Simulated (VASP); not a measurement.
# TePb (Fm-3m) in VASP: further runs

TePb is run at these levels: b88 exchange, pbe correlation, revpbe exchange, lda correlation; tasks: single point.

All numbers are computed with VASP 6.6.1; they aren't measurements. Logs are shortened: lines on timing, memory, paths and dates and some standing lists are left out, and cuts for length are marked.

### Step 1. The cell of the first run

It takes space group Fm-3m (No. 225, cubic). Conventional cell: a = 6.462 Å, b = 6.462 Å, c = 6.462 Å, α = 90.00°, β = 90.00°, γ = 90.00°. Pb (site symmetry m-3m) has 6 Te at 3.23 Å within 4.3 Å. Te (site symmetry m-3m) has 6 Pb at 3.23 Å within 4.3 Å.

### Step 2. Single point, b88 exchange, pbe correlation

File INCAR:

```
PREC = Accurate
ENCUT = 500
EDIFF = 1E-6
ISMEAR = -1
SIGMA = 0.05
LREAL = F
LASPH = T
NELM = 120
ALGO = Normal
ISIF = 2
LWAVE = F
LCHARG = F
GGA = LIBXC
LIBXC1 = GGA_X_B88
LIBXC2 = GGA_C_PBE
NBANDS = 17
GGA_COMPAT = F
```

File KPOINTS:

```
Automatic mesh
0
Gamma
  7 7 7
```

File POSCAR:

```
TePb
1.0
    0.0000000000      3.2310000000      3.2310000000
    3.2310000000      0.0000000000      3.2310000000
    3.2310000000      3.2310000000      0.0000000000
Pb Te
1 1
Direct
    0.0000000000      0.0000000000      0.0000000000
    0.5000000000      0.5000000000      0.5000000000
```

Potentials or basis: VASP PAW PBE potentials, release 64 (Pb_d, Te).

On the command line:

```sh
$ cat potpaw_PBE.64/Pb_d/POTCAR potpaw_PBE.64/Te/POTCAR > POTCAR
$ mpirun -np 1 vasp_std > vasp.out
```

OUTCAR:

```text
PREC = Accurate
   ENCUT = 500
   EDIFF = 1E-6
   ISMEAR = -1
   LREAL = F
   LASPH = T
   NELM = 120
   ISIF = 2
   GGA = LIBXC

 ion  position               nearest neighbor table
   1  0.000  0.000  0.000-   2 3.23   2 3.23   2 3.23   2 3.23   2 3.23   2 3.23
   2  0.500  0.500  0.500-   1 3.23   1 3.23   1 3.23   1 3.23   1 3.23   1 3.23

  LATTYP: Found a face centered cubic cell.
 ALAT       =     6.4620000000

  Lattice vectors:

 A1 = (   0.0000000000,   3.2310000000,   3.2310000000)
 A2 = (   3.2310000000,   0.0000000000,   3.2310000000)
 A3 = (   3.2310000000,   3.2310000000,   0.0000000000)

Analysis of symmetry for initial positions (statically):
=====================================================================
 Subroutine PRICEL returns:
 Original cell was already a primitive cell.

 Routine SETGRP: Setting up the symmetry group for a
 face centered cubic supercell.

 Subroutine GETGRP returns: Found 48 space group operations
 (whereof 48 operations were pure point group operations)
 out of a pool of 48 trial point group operations.

The static configuration has the point symmetry O_h .

Analysis of symmetry for dynamics (positions and initial velocities):
=====================================================================
 Subroutine PRICEL returns:
 Original cell was already a primitive cell.

 Routine SETGRP: Setting up the symmetry group for a
 face centered cubic supercell.

 Subroutine GETGRP returns: Found 48 space group operations
 (whereof 48 operations were pure point group operations)
 out of a pool of 48 trial point group operations.

The dynamic configuration has the point symmetry O_h .

 Subroutine INISYM returns: Found 48 space group operations
 (whereof 48 operations are pure point group operations),
 and found     1 'primitive' translations

----------------------------------------------------------------------------------------

                                     Primitive cell

  volume of cell :      67.4592

  direct lattice vectors                    reciprocal lattice vectors
     0.000000000  3.231000000  3.231000000    -0.154750851  0.154750851  0.154750851
     3.231000000  0.000000000  3.231000000     0.154750851 -0.154750851  0.154750851
     3.231000000  3.231000000  0.000000000     0.154750851  0.154750851 -0.154750851

  length of vectors
     4.569324020  4.569324020  4.569324020     0.268036337  0.268036337  0.268036337

  position of ions in fractional coordinates (direct lattice)
     0.000000000  0.000000000  0.000000000
     0.500000000  0.500000000  0.500000000

  ion indices of the primitive-cell ions
   primitive index   ion index
                 1           1
                 2           2

----------------------------------------------------------------------------------------

 KPOINTS: Automatic mesh

Automatic generation of k-mesh.
 Grid dimensions read from file:
 generate k-points for:    7    7    7

 Generating k-lattice:

  Cartesian coordinates                     Fractional coordinates (reciprocal lattice)
    -0.022107264  0.022107264  0.022107264     0.142857143  0.000000000  0.000000000
     0.022107264 -0.022107264  0.022107264     0.000000000  0.142857143  0.000000000
     0.022107264  0.022107264 -0.022107264     0.000000000  0.000000000  0.142857143

  Length of vectors
     0.038290905  0.038290905  0.038290905

  Shift w.r.t. Gamma in fractional coordinates (k-lattice)
     0.000000000  0.000000000  0.000000000

 Subroutine IBZKPT returns following result:
 ===========================================

 Found     20 irreducible k-points:

 Following reciprocal coordinates:
            Coordinates               Weight
  0.000000  0.000000  0.000000      1.000000
  0.142857  0.000000  0.000000      8.000000
  0.285714  0.000000  0.000000      8.000000
  0.428571  0.000000  0.000000      8.000000
  0.142857  0.142857  0.000000      6.000000
  0.285714  0.142857  0.000000     24.000000
[... 12 lines left out ...]
 -0.428571  0.428571  0.142857     24.000000
 -0.285714  0.428571  0.142857     24.000000
   k-points           NKPTS =     20   k-points in BZ     NKDIM =     20   number of bands    NBANDS=     17
   number of dos      NEDOS =    301   number of ions     NIONS =      2
   total plane-waves  NPLWV =  46656
   dimension x,y,z NGX =    36 NGY =   36 NGZ =   36
   dimension x,y,z NGXF=    72 NGYF=   72 NGZF=   72
   ions per type =               1   1
   NGX,Y,Z   is equivalent  to a cutoff of  13.10, 13.10, 13.10 a.u.
   NGXF,Y,Z  is equivalent  to a cutoff of  26.20, 26.20, 26.20 a.u.
 SYSTEM =  unknown system
   PREC   = accura    normal or accurate (medium, high low for compatibility)
   ISTART =      0    job   : 0-new  1-cont  2-samecut
   ICHARG =      2    charge: 1-file 2-atom 10-const
   ISPIN  =      1    spin polarized calculation?
   LNONCOLLINEAR =      F non collinear calculations
   LSORBIT =      F    spin-orbit coupling
   LASPH  =      T    aspherical Exc in radial PAW
   ENCUT  =  500.0 eV  36.75 Ry    6.06 a.u.   8.33  8.33  8.33*2*pi/ulx,y,z
   NELM   =    120;   NELMIN=  2; NELMDL= -5     # of ELM steps
   EDIFF  = 0.1E-05   stopping-criterion for ELM
   LREAL  =      F    real-space projection
   EDIFFG = 0.1E-04   stopping-criterion for IOM
   NSW    =      0    number of steps for IOM
   IBRION =     -1    ionic relax: 0-MD 1-quasi-New 2-CG
   NFREE  =      0    steps in history (QN), initial steepest desc. (CG)
   ISIF   =      2    stress and relaxation
   ISYM   =      2    0-nonsym 1-usesym 2-fastsym
   POTIM  = 0.5000    time-step for ionic-motion
   TEBEG  =    0.0;   TEEND  =   0.0 temperature during run
   PSTRESS=    0.0 pullay stress
   NELECT =      20.0000    total number of electrons
   NUPDOWN=      -1.0000    fix difference up-down
   EMIN   =  10.00;   EMAX   =-10.00  energy-range for DOS
   EFERMI =   0.00;   METHOD = LEGACY
   ISMEAR =    -1;   SIGMA  =   0.05  broadening in eV -4-tet -1-fermi 0-gaus
   EFERMI_NEDOS =   21; number of points for ismear=-14 and -15
   IALGO  =     38    algorithm
   IMIX   =      4    mixing-type and parameters
     AMIX     =   0.40;   BMIX     =  1.00
     AMIX_MAG =   1.60;   BMIX_MAG =  1.00
  volume/ion in A,a.u.               =      33.73       227.62
  Fermi-wavevector in a.u.,A,eV,Ry     =   1.091619  2.062861 16.213147  1.191633
  Thomas-Fermi vector in A             =   2.227868
   LORBIT       =      0    0 simple, 1 ext, 2 COOP (PROOUT), +10 PAW based schemes
   GGA     = LIBXC    functional components
   LHFCALC =     F    Hartree Fock is set to
   AEXX    =    0.0000 exact exchange contribution
   IVDW    =     0    specifies the selected vdW correction
   LEPSILON=     F    determine dielectric tensor
   LRPA    =     F    only Hartree local field effects (RPA)
 non-spin polarized calculation
  energy-cutoff  :      500.00
  volume of cell :       67.46
 maximum number of plane-waves:      1735
 NGX is ok and might be reduce to    36
   NGX = 17   NGY = 17   NGZ = 17

 number of electron      20.0000003 magnetization

 Free energy of the ion-electron system (eV)
  ---------------------------------------------------
  ext. energy  EPLUGINS =         0.00000000
  ---------------------------------------------------
  free energy    TOTEN  =        -7.26148102 eV

  energy without entropy =       -7.26147866  energy(sigma->0) =       -7.26147984

 E-fermi :   5.9737     XC(G=0):  -9.3334

 val. band max:        5.4586364325   @ k =   0.4286   0.0000   0.0000
 cond. band min:       6.4753509754   @ k =   0.4286   0.0000   0.0000
 fundamental gap:      1.0167145429
 Fermi energy:         5.9736850083

 k-point     1 :       0.0000    0.0000    0.0000
  band No.  band energies     occupation
      1     -11.1563      2.00000
      2     -11.1563      2.00000
      3     -11.1467      2.00000
      4     -11.1467      2.00000
      5     -11.1467      2.00000
      6      -6.4583      2.00000
[... 9 lines left out ...]
     16      11.3835      0.00000
     17      12.9554      0.00000

 k-point     2 :       0.1429    0.0000    0.0000
  band No.  band energies     occupation
      1     -11.1587      2.00000
      2     -11.1587      2.00000
      3     -11.1462      2.00000
      4     -11.1439      2.00000
      5     -11.1439      2.00000
      6      -6.2842      2.00000
[... 9 lines left out ...]
     16      11.7612      0.00000
     17      14.2435      0.00000

 k-point     3 :       0.2857    0.0000    0.0000
  band No.  band energies     occupation
      1     -11.1651      2.00000
      2     -11.1651      2.00000
      3     -11.1451      2.00000
      4     -11.1365      2.00000
      5     -11.1365      2.00000
      6      -5.7920      2.00000
[... 9 lines left out ...]
     16      12.7826      0.00000
     17      16.3505      0.00000

 k-point     4 :       0.4286    0.0000    0.0000
  band No.  band energies     occupation
      1     -11.1704      2.00000
      2     -11.1704      2.00000
      3     -11.1444      2.00000
      4     -11.1303      2.00000
      5     -11.1303      2.00000
      6      -5.1657      2.00000
[... 9 lines left out ...]
     16      14.2893      0.00000
     17      15.5818      0.00000

 k-point     5 :       0.1429    0.1429    0.0000
  band No.  band energies     occupation
      1     -11.1646      2.00000
      2     -11.1542      2.00000
      3     -11.1485      2.00000
      4     -11.1421      2.00000
      5     -11.1421      2.00000
      6      -6.2265      2.00000
[... 9 lines left out ...]
     16      12.4008      0.00000
     17      13.5532      0.00000

 k-point     6 :       0.2857    0.1429    0.0000
  band No.  band energies     occupation
      1     -11.1734      2.00000
      2     -11.1564      2.00000
      3     -11.1483      2.00000
      4     -11.1373      2.00000
      5     -11.1352      2.00000
      6      -5.8420      2.00000
[... 9 lines left out ...]
     16      13.4482      0.00000
     17      14.9533      0.00000

 k-point     7 :       0.4286    0.1429    0.0000
  band No.  band energies     occupation
      1     -11.1790      2.00000
      2     -11.1629      2.00000
      3     -11.1448      2.00000
      4     -11.1335      2.00000
      5     -11.1290      2.00000
      6      -5.2444      2.00000
[... 9 lines left out ...]
     16      14.8493      0.00000
     17      15.5353      0.00000

 k-point     8 :      -0.4286    0.1429    0.0000
  band No.  band energies     occupation
      1     -11.1772      2.00000
      2     -11.1679      2.00000
      3     -11.1422      2.00000
      4     -11.1319      2.00000
      5     -11.1292      2.00000
      6      -4.9504      2.00000
[... 9 lines left out ...]
     16      14.1629      0.00000
     17      16.0663      0.00000
[... 123 lines left out ...]
      1     -11.2143      2.00000
      2     -11.1561      2.00000
      3     -11.1457      2.00000
      4     -11.1221      2.00000
      5     -11.1221      2.00000
      6      -4.9013      2.00000
[... 9 lines left out ...]
     16      15.6290      0.00000
     17      16.8784      0.00000

 k-point    16 :      -0.4286    0.4286    0.0000
  band No.  band energies     occupation
      1     -11.2126      2.00000
      2     -11.1533      2.00000
      3     -11.1487      2.00000
      4     -11.1233      2.00000
      5     -11.1220      2.00000
      6      -4.7328      2.00000
[... 9 lines left out ...]
     16      15.6318      0.00000
     17      16.5322      0.00000

 k-point    17 :       0.4286    0.2857    0.1429
  band No.  band energies     occupation
      1     -11.1831      2.00000
      2     -11.1578      2.00000
      3     -11.1475      2.00000
      4     -11.1318      2.00000
      5     -11.1316      2.00000
      6      -5.4017      2.00000
[... 9 lines left out ...]
     16      14.4975      0.00000
     17      15.3029      0.00000

 k-point    18 :      -0.4286    0.2857    0.1429
  band No.  band energies     occupation
      1     -11.1879      2.00000
      2     -11.1619      2.00000
      3     -11.1421      2.00000
      4     -11.1342      2.00000
      5     -11.1265      2.00000
      6      -4.8914      2.00000
[... 9 lines left out ...]
     16      14.9727      0.00000
     17      15.9747      0.00000

 k-point    19 :      -0.4286    0.4286    0.1429
  band No.  band energies     occupation
      1     -11.2047      2.00000
      2     -11.1528      2.00000
      3     -11.1498      2.00000
      4     -11.1283      2.00000
      5     -11.1222      2.00000
      6      -4.7891      2.00000
[... 9 lines left out ...]
     16      15.7591      0.00000
     17      16.5347      0.00000

 k-point    20 :      -0.2857    0.4286    0.1429
  band No.  band energies     occupation
      1     -11.1984      2.00000
      2     -11.1582      2.00000
      3     -11.1423      2.00000
      4     -11.1352      2.00000
      5     -11.1223      2.00000
      6      -4.6588      2.00000
[... 9 lines left out ...]
     16      15.8912      0.00000
     17      16.3602      0.00000

------------------------ aborting loop because EDIFF is reached ----------------------------------------

  FORCE on cell =-STRESS in cart. coord.  units (eV):
  Direction    XX          YY          ZZ          XY          YZ          ZX
  --------------------------------------------------------------------------------------
  -------------------------------------------------------------------------------------
  Total        0.7895598      0.7895598      0.7895598      0.0000000      0.0000000      0.0000000
  in kB       18.7523077     18.7523077     18.7523077      0.0000000      0.0000000      0.0000000
  external PRESSURE =      18.7523077 kB  Pullay stress =       0.0000000 kB

 VOLUME and BASIS-vectors are now :
 -----------------------------------------------------------------------------
  energy-cutoff  :      500.00
  volume of cell :       67.46
      direct lattice vectors                 reciprocal lattice vectors
     0.000000000  3.231000000  3.231000000    -0.154750851  0.154750851  0.154750851
     3.231000000  0.000000000  3.231000000     0.154750851 -0.154750851  0.154750851
     3.231000000  3.231000000  0.000000000     0.154750851  0.154750851 -0.154750851

 POSITION                                       TOTAL-FORCE (eV/Angst)
 -----------------------------------------------------------------------------------
      0.00000      0.00000      0.00000        -0.000000      0.000000      0.000000
      3.23100      3.23100      3.23100         0.000000     -0.000000     -0.000000
 -----------------------------------------------------------------------------------
    total drift:                               -0.000000      0.000000      0.000000

  FREE ENERGIE OF THE ION-ELECTRON SYSTEM (eV)
  ---------------------------------------------------
  free  energy   TOTEN  =        -7.2614810209 eV

  energy  without entropy=       -7.2614786595  energy(sigma->0) =       -7.26147984
```

Run time: 11 s. Hardware: 1 thread of Intel Xeon 6975P-C (Granite Rapids), shared host; peak memory 0.2 GiB.

What came out:

```yaml
Free_energy: -7.2615 eV
Pressure: 1.9 GPa
```

Levels at points of the mesh, in eV from the Fermi level:
```csv
k point,band 7,band 8,band 9,band 10,band 11,band 12,band 13,band 14
"(0.00, 0.00, 0.00)",-6.03,-1.75,-1.75,-1.75,3.67,3.67,3.67,5.41
```

Caveat: this odd mesh misses L, so gap, dielectric constants and Born charges aren't listed; the PAW data sets were made with another functional, which shifts forces and pressure a little; spin-orbit coupling is left out, which moves the levels of the heavy elements.

### Step 3. Single point, revpbe exchange, lda correlation (31.71 Å³/atom)

This run uses another cell than the first one, of 31.71 Å³/atom.

File INCAR:

```
ALGO     = Normal         # electronic algorithm
EDIFF    = 1E-6           # SCF threshold, eV
ENCUT    = 500            # plane-wave cutoff, eV
GGA      = LIBXC          # functional
GGA_COMPAT= F            
ISIF     = 2              # what is computed and relaxed
ISMEAR   = 0              # smearing method
LASPH    = T              # aspherical terms in the spheres
LCHARG   = T              # write CHGCAR
LELF     = T              # ELF
LIBXC1   = GGA_X_PBE_R  
LIBXC2   = LDA_C_PW     
LREAL    = F              # projectors in reciprocal space
LVHAR    = T            
LWAVE    = F              # write WAVECAR
NBANDS   = 17             # bands
NELM     = 120            # most SCF steps
PREC     = Accurate       # precision mode
SIGMA    = 0.01           # smearing width, eV
```

File KPOINTS:

```
k-points
0
Gamma
  7 7 7
```

File POSCAR:

```
TePb
1.0
    0.0000000000      3.1650427173      3.1650427173
    3.1650427173      0.0000000000      3.1650427173
    3.1650427173      3.1650427173      0.0000000000
Pb Te
1 1
Direct
    0.0000000000      0.0000000000      0.0000000000
    0.5000000000      0.5000000000      0.5000000000
```

Potentials or basis: VASP PAW PBE potentials, release 64 (Pb_d, Te).

On the command line:

```sh
$ cat potpaw_PBE.64/Pb_d/POTCAR potpaw_PBE.64/Te/POTCAR > POTCAR
$ mpirun -np 1 vasp_std > vasp.out
```

Run time: 28 s. Hardware: 1 thread of AMD EPYC 7R43 (Zen 3), shared host; peak memory 0.17 GiB.

It converged, with:

| Quantity | Value |
| --- | --- |
| Free energy | -5.0165 eV |
| Pressure | 12.4 GPa |

Levels at points of the mesh, in eV from the Fermi level:
```
           k point  band 8  band 9  band 10  band 11  band 12  band 13
(0.00, 0.00, 0.00)   -1.65   -1.65    -1.65     4.09     4.09     4.09
```

Caveat: this odd mesh misses L, so gap, dielectric constants and Born charges aren't listed; the cell stands under pressure; the PAW data sets were made with another functional, which shifts forces and pressure a little; spin-orbit coupling is left out, which moves the levels of the heavy elements.

[end of part 1 of 2]
